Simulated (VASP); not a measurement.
# ReBi2 (I4/mmm) in VASP: notebook

ReBi2 is run at these levels: PBE; tasks: single point.

All numbers are computed with VASP 6.6.1; they aren't measurements. Logs are shortened: lines on timing, memory, paths and dates and some standing lists are left out, and cuts for length are marked.

### Step 1. The cell of the first run

It takes space group I4/mmm (No. 139, tetragonal). Conventional cell: a = 3.908 Å, b = 3.908 Å, c = 9.586 Å, α = 90.00°, β = 90.00°, γ = 90.00°. Re (site symmetry 4/mmm) has 10 Bi at 3.18 to 3.21 Å and 4 Re at 3.91 Å within 4.2 Å. Bi (site symmetry 4mm) has 9 Bi at 3.16 to 3.91 Å and 5 Re at 3.18 to 3.21 Å within 4.2 Å.

### Step 2. Single point, PBE

Contents of INCAR:

```
PREC     = Accurate       # precision mode
ENCUT    = 520            # plane-wave cutoff, eV
EDIFF    = 1E-6           # SCF threshold, eV
ISMEAR   = 0              # smearing method
SIGMA    = 0.1            # smearing width, eV
LREAL    = False          # projectors in reciprocal space
LASPH    = True           # aspherical terms in the spheres
NELM     = 100            # most SCF steps
ALGO     = Normal         # electronic algorithm
ISIF     = 2              # what is computed and relaxed
LWAVE    = False          # write WAVECAR
LCHARG   = False          # write CHGCAR
GGA      = PE             # functional
NBANDS   = 26             # bands
```

Contents of KPOINTS:

```
regular mesh
0
Gamma
  6 6 6
```

Contents of POSCAR:

```
ReBi2
1.0
   -1.9538538295      1.9538538295      4.7930476755
    1.9538538295     -1.9538538295      4.7930476755
    1.9538538295      1.9538538295     -4.7930476755
Re Bi
1 2
Direct
    0.0000000000      0.0000000000      0.0000000000
    0.6650000000      0.6650000000      0.0000000000
    0.3350000000      0.3350000000      0.0000000000
```

Potentials or basis: VASP PAW PBE potentials, release 64 (Re, Bi_d).

The run is started by

```sh
$ cat potpaw_PBE.64/Re/POTCAR potpaw_PBE.64/Bi_d/POTCAR > POTCAR
$ mpirun -np 1 vasp_std > vasp.out
```

OUTCAR:

```text
PREC = Accurate
   ENCUT = 520
   EDIFF = 1E-6
   ISMEAR = 0
   LREAL = False
   LASPH = True
   NELM = 100
   ISIF = 2
   GGA = PE

 ion  position               nearest neighbor table
   1  0.000  0.000  0.000-   2 3.18   2 3.18   2 3.18   3 3.18   2 3.18   3 3.18   3 3.18   3 3.18
                             2 3.21   3 3.21
   2  0.665  0.665  0.000-   3 3.16   1 3.18   1 3.18   1 3.18   1 3.18   3 3.21   3 3.21   3 3.21
                             3 3.21   1 3.21
   3  0.335  0.335  0.000-   2 3.16   1 3.18   1 3.18   1 3.18   1 3.18   2 3.21   2 3.21   2 3.21
                             2 3.21   1 3.21

  LATTYP: Found a body centered tetragonal cell.
 ALAT       =     3.9077076590
 C/A-ratio  =     2.4531250000

  Lattice vectors:

 A1 = (  -1.9538538295,   1.9538538295,   4.7930476755)
 A2 = (   1.9538538295,  -1.9538538295,   4.7930476755)
 A3 = (   1.9538538295,   1.9538538295,  -4.7930476755)

Analysis of symmetry for initial positions (statically):
=====================================================================
 Subroutine PRICEL returns:
 Original cell was already a primitive cell.

 Routine SETGRP: Setting up the symmetry group for a
 body centered tetragonal supercell.

 Subroutine GETGRP returns: Found 16 space group operations
 (whereof 16 operations were pure point group operations)
 out of a pool of 16 trial point group operations.

The static configuration has the point symmetry D_4h.

Analysis of symmetry for dynamics (positions and initial velocities):
=====================================================================
 Subroutine PRICEL returns:
 Original cell was already a primitive cell.

 Routine SETGRP: Setting up the symmetry group for a
 body centered tetragonal supercell.

 Subroutine GETGRP returns: Found 16 space group operations
 (whereof 16 operations were pure point group operations)
 out of a pool of 16 trial point group operations.

The dynamic configuration has the point symmetry D_4h.

 Subroutine INISYM returns: Found 16 space group operations
 (whereof 16 operations are pure point group operations),
 and found     1 'primitive' translations

----------------------------------------------------------------------------------------

                                     Primitive cell

  volume of cell :      73.1907

  direct lattice vectors                    reciprocal lattice vectors
    -1.953853830  1.953853830  4.793047676     0.000000000  0.255904506  0.104317761
     1.953853830 -1.953853830  4.793047676     0.255904506  0.000000000  0.104317761
     1.953853830  1.953853830 -4.793047676     0.255904506  0.255904506  0.000000000

  length of vectors
     5.532485481  5.532485481  5.532485481     0.276349980  0.276349980  0.361903624

  position of ions in fractional coordinates (direct lattice)
     0.000000000  0.000000000  0.000000000
     0.665000000  0.665000000  0.000000000
     0.335000000  0.335000000  0.000000000

  ion indices of the primitive-cell ions
   primitive index   ion index
                 1           1
                 2           2
                 3           3

----------------------------------------------------------------------------------------

 KPOINTS: regular mesh

Automatic generation of k-mesh.
 Grid dimensions read from file:
 generate k-points for:    6    6    6

 Generating k-lattice:

  Cartesian coordinates                     Fractional coordinates (reciprocal lattice)
     0.000000000  0.042650751  0.017386293     0.166666667 -0.000000000  0.000000000
     0.042650751  0.000000000  0.017386293    -0.000000000  0.166666667  0.000000000
     0.042650751  0.042650751  0.000000000     0.000000000  0.000000000  0.166666667

  Length of vectors
     0.046058330  0.046058330  0.060317271

  Shift w.r.t. Gamma in fractional coordinates (k-lattice)
     0.000000000  0.000000000  0.000000000

 Subroutine IBZKPT returns following result:
 ===========================================

 Found     30 irreducible k-points:

 Following reciprocal coordinates:
            Coordinates               Weight
  0.000000  0.000000  0.000000      1.000000
  0.166667 -0.000000  0.000000      8.000000
  0.333333 -0.000000  0.000000      8.000000
  0.500000 -0.000000  0.000000      4.000000
  0.166667  0.166667  0.000000      8.000000
  0.333333  0.166667  0.000000     16.000000
[... 16 lines left out ...]
 -0.333333 -0.333333  0.166667      8.000000
 -0.166667 -0.333333  0.166667      8.000000
 [... further k-points ...]
   k-points           NKPTS =     30   k-points in BZ     NKDIM =     30   number of bands    NBANDS=     26
   number of dos      NEDOS =    301   number of ions     NIONS =      3
   total plane-waves  NPLWV =  74088
   dimension x,y,z NGX =    42 NGY =   42 NGZ =   42
   dimension x,y,z NGXF=    84 NGYF=   84 NGZF=   84
   ions per type =               1   2
   NGX,Y,Z   is equivalent  to a cutoff of  12.62, 12.62, 12.62 a.u.
   NGXF,Y,Z  is equivalent  to a cutoff of  25.24, 25.24, 25.24 a.u.
 SYSTEM =  unknown system
   PREC   = accura    normal or accurate (medium, high low for compatibility)
   ISTART =      0    job   : 0-new  1-cont  2-samecut
   ICHARG =      2    charge: 1-file 2-atom 10-const
   ISPIN  =      1    spin polarized calculation?
   LNONCOLLINEAR =      F non collinear calculations
   LSORBIT =      F    spin-orbit coupling
   LASPH  =      T    aspherical Exc in radial PAW
   ENCUT  =  520.0 eV  38.22 Ry    6.18 a.u.  10.29 10.29 10.29*2*pi/ulx,y,z
   NELM   =    100;   NELMIN=  2; NELMDL= -5     # of ELM steps
   EDIFF  = 0.1E-05   stopping-criterion for ELM
   LREAL  =      F    real-space projection
   EDIFFG = 0.1E-04   stopping-criterion for IOM
   NSW    =      0    number of steps for IOM
   IBRION =     -1    ionic relax: 0-MD 1-quasi-New 2-CG
   NFREE  =      0    steps in history (QN), initial steepest desc. (CG)
   ISIF   =      2    stress and relaxation
   ISYM   =      2    0-nonsym 1-usesym 2-fastsym
   POTIM  = 0.5000    time-step for ionic-motion
   TEBEG  =    0.0;   TEEND  =   0.0 temperature during run
   PSTRESS=    0.0 pullay stress
   NELECT =      37.0000    total number of electrons
   NUPDOWN=      -1.0000    fix difference up-down
   EMIN   =  10.00;   EMAX   =-10.00  energy-range for DOS
   EFERMI =   0.00;   METHOD = LEGACY
   ISMEAR =     0;   SIGMA  =   0.10  broadening in eV -4-tet -1-fermi 0-gaus
   EFERMI_NEDOS =   21; number of points for ismear=-14 and -15
   IALGO  =     38    algorithm
   IMIX   =      4    mixing-type and parameters
     AMIX     =   0.40;   BMIX     =  1.00
     AMIX_MAG =   1.60;   BMIX_MAG =  1.00
  volume/ion in A,a.u.               =      24.40       164.64
  Fermi-wavevector in a.u.,A,eV,Ry     =   1.304138  2.464463 23.140450  1.700775
  Thomas-Fermi vector in A             =   2.435093
   LORBIT       =      0    0 simple, 1 ext, 2 COOP (PROOUT), +10 PAW based schemes
   GGA     = PE    functional components
   LHFCALC =     F    Hartree Fock is set to
   AEXX    =    0.0000 exact exchange contribution
   IVDW    =     0    specifies the selected vdW correction
   LEPSILON=     F    determine dielectric tensor
   LRPA    =     F    only Hartree local field effects (RPA)
 non-spin polarized calculation
 Gauss-broadening in eV      SIGMA  =   0.10
  energy-cutoff  :      520.00
  volume of cell :       73.19
 maximum number of plane-waves:      1986
 NGX is ok and might be reduce to    42
   NGX = 21   NGY = 21   NGZ = 21

 number of electron      37.0000003 magnetization

 Free energy of the ion-electron system (eV)
  ---------------------------------------------------
  ext. energy  EPLUGINS =         0.00000000
  ---------------------------------------------------
  free energy    TOTEN  =       -16.80078880 eV

  energy without entropy =      -16.78372916  energy(sigma->0) =      -16.79225898

 E-fermi :   8.5989     XC(G=0): -11.3292

 val. band max:        8.5801379119   @ k =   0.3333   0.1667   0.0000
 cond. band min:       8.6285080104   @ k =   0.3333   0.3333   0.0000
 fundamental gap:      0.0483700985
 Fermi energy:         8.5988994319

 k-point     1 :       0.0000    0.0000    0.0000
  band No.  band energies     occupation
      1     -14.5179      2.00000
      2     -14.5066      2.00000
      3     -14.4542      2.00000
      4     -14.4392      2.00000
      5     -14.4392      2.00000
      6     -14.3817      2.00000
[... 18 lines left out ...]
     25      12.7964      0.00000
     26      18.0188      0.00000

 k-point     2 :       0.1667   -0.0000    0.0000
  band No.  band energies     occupation
      1     -14.5284      2.00000
      2     -14.4979      2.00000
      3     -14.4752      2.00000
      4     -14.4597      2.00000
      5     -14.4395      2.00000
      6     -14.3744      2.00000
[... 18 lines left out ...]
     25      14.2962      0.00000
     26      16.0220      0.00000

 k-point     3 :       0.3333   -0.0000    0.0000
  band No.  band energies     occupation
      1     -14.5435      2.00000
      2     -14.5125      2.00000
      3     -14.4981      2.00000
      4     -14.4843      2.00000
      5     -14.4239      2.00000
      6     -14.3781      2.00000
[... 18 lines left out ...]
     25      14.2820      0.00000
     26      15.7499      0.00000

 k-point     4 :       0.5000   -0.0000    0.0000
  band No.  band energies     occupation
      1     -14.5468      2.00000
      2     -14.5230      2.00000
      3     -14.5190      2.00000
      4     -14.4906      2.00000
      5     -14.4084      2.00000
      6     -14.3701      2.00000
[... 18 lines left out ...]
     25      14.0780      0.00000
     26      15.1751      0.00000
[... 496 lines left out ...]
      1     -14.5469      2.00000
      2     -14.5380      2.00000
      3     -14.5158      2.00000
      4     -14.4759      2.00000
      5     -14.4291      2.00000
      6     -14.3895      2.00000
[... 18 lines left out ...]
     25      14.8776      0.00000
     26      15.6067      0.00000

 k-point    23 :      -0.3333   -0.3333    0.1667
  band No.  band energies     occupation
      1     -14.5417      2.00000
      2     -14.5296      2.00000
      3     -14.5127      2.00000
      4     -14.4796      2.00000
      5     -14.4598      2.00000
      6     -14.3582      2.00000
[... 18 lines left out ...]
     25      15.2331      0.00000
     26      15.2702      0.00000

 k-point    24 :      -0.1667   -0.3333    0.1667
  band No.  band energies     occupation
      1     -14.5295      2.00000
      2     -14.5245      2.00000
      3     -14.4977      2.00000
      4     -14.4856      2.00000
      5     -14.4600      2.00000
      6     -14.3644      2.00000
[... 18 lines left out ...]
     25      14.3906      0.00000
     26      16.1459      0.00000

 [... further k-points ...]
[... 5 lines left out ...]
  --------------------------------------------------------------------------------------
  -------------------------------------------------------------------------------------
  Total       -1.3793036     -1.3793036     -0.9871174      0.0000000      0.0000000      0.0000000
  in kB      -30.1935763    -30.1935763    -21.6084438      0.0000000      0.0000000      0.0000000
  external PRESSURE =     -27.3318655 kB  Pullay stress =       0.0000000 kB

 VOLUME and BASIS-vectors are now :
 -----------------------------------------------------------------------------
  energy-cutoff  :      520.00
  volume of cell :       73.19
      direct lattice vectors                 reciprocal lattice vectors
    -1.953853830  1.953853830  4.793047676     0.000000000  0.255904506  0.104317761
     1.953853830 -1.953853830  4.793047676     0.255904506  0.000000000  0.104317761
     1.953853830  1.953853830 -4.793047676     0.255904506  0.255904506  0.000000000

 POSITION                                       TOTAL-FORCE (eV/Angst)
 -----------------------------------------------------------------------------------
      0.00000      0.00000      0.00000         0.000000      0.000000      0.000000
      0.00000      0.00000      6.37475        -0.000000     -0.000000     -1.198890
      0.00000      0.00000      3.21134         0.000000      0.000000      1.198890
 -----------------------------------------------------------------------------------
    total drift:                               -0.000000     -0.000000      0.000000

  FREE ENERGIE OF THE ION-ELECTRON SYSTEM (eV)
  ---------------------------------------------------
  free  energy   TOTEN  =       -16.8007887960 eV

  energy  without entropy=      -16.7837291604  energy(sigma->0) =      -16.79225898
```

It took 2.8 min on 1 thread of Intel Xeon 6975P-C, shared host; peak memory 0.27 GiB.

What came out:

- Free energy: -16.8008 eV
- Pressure: -2.7 GPa
- Largest force: 1.199 eV/Å

Forces on the atoms (eV/Å):
```
Re   0.000  0.000  0.000
Bi   0.000  0.000 -1.199
Bi   0.000  0.000  1.199
```

Caveat: the k points lie up to 0.38 Å⁻¹ apart; spin-orbit coupling is left out, which moves the levels of the heavy elements; forces of over 1 eV/Å act on the atoms, so gaps and moduli don't describe the material at rest.

### Step 3. Single point, PBE

This run uses another cell than the first one, of 25.82 Å³/atom, 1.058 times its volume.

Contents of INCAR:

```
PREC = Accurate ; ENCUT = 520
EDIFF = 1E-6 ; ISMEAR = 0
SIGMA = 0.1 ; LREAL = F
LASPH = T ; NELM = 100
ALGO = Normal ; ISIF = 2
LWAVE = F ; LCHARG = T
GGA = PE ; LELF = T
LVHAR = T ; NBANDS = 26
```

Contents of KPOINTS:

```
Automatic mesh
0
Gamma
  6 6 6
```

Contents of POSCAR:

```
ReBi2
1.0
   -1.6775803030      1.6775803030      6.8819822279
    1.6775803030     -1.6775803030      6.8819822279
    1.6775803030      1.6775803030     -6.8819822279
Re Bi
1 2
Direct
    0.0000000000      0.0000000000      0.0000000000
    0.6246984202      0.6246984202      0.0000000000
    0.3753015798      0.3753015798      0.0000000000
```

Potentials or basis: VASP PAW PBE potentials, release 64 (Re, Bi_d).

The run is started by

```sh
$ cat potpaw_PBE.64/Re/POTCAR potpaw_PBE.64/Bi_d/POTCAR > POTCAR
$ mpirun -np 1 vasp_std > vasp.out
```

It took 6.1 min on 1 thread of Intel Xeon 6975P-C, shared host; peak memory 0.4 GiB.

It converged, with:

| Item | Value |
| --- | --- |
| Free energy | -18.6319 eV |
| Pressure | 0.0 GPa |
| Largest force | 0.006 eV/Å |

Forces in eV/Å, atoms in the order of the input:
```
Re   0.000  0.000  0.000
Bi   0.000  0.000 -0.006
Bi   0.000  0.000  0.006
```

Stress tensor (GPa, compression positive):
```
-0.07  0.00  0.00
 0.00 -0.07  0.00
 0.00  0.00  0.19
```

Levels at points of the mesh, in eV from the Fermi level:
| k point | band 15 | band 16 | band 17 | band 18 | band 19 | band 20 | band 21 | band 22 |
| --- | --- | --- | --- | --- | --- | --- | --- | --- |
| (0.00, 0.00, 0.00) | -1.20 | -1.20 | -0.66 | 0.31 | 1.25 | 2.48 | 2.48 | 4.30 |
| (0.50, 0.00, 0.00) | -2.25 | -2.18 | -1.55 | -1.54 | -0.13 | 1.52 | 2.77 | 4.93 |
| (0.50, 0.50, 0.00) | -3.63 | -3.23 | -2.90 | -1.08 | 1.58 | 1.77 | 1.95 | 2.82 |
| (0.50, 0.50, 0.50) | -2.22 | -1.14 | -1.14 | 0.05 | 0.31 | 2.07 | 2.07 | 6.07 |

Caveat: the k points lie up to 0.44 Å⁻¹ apart; spin-orbit coupling is left out, which moves the levels of the heavy elements.
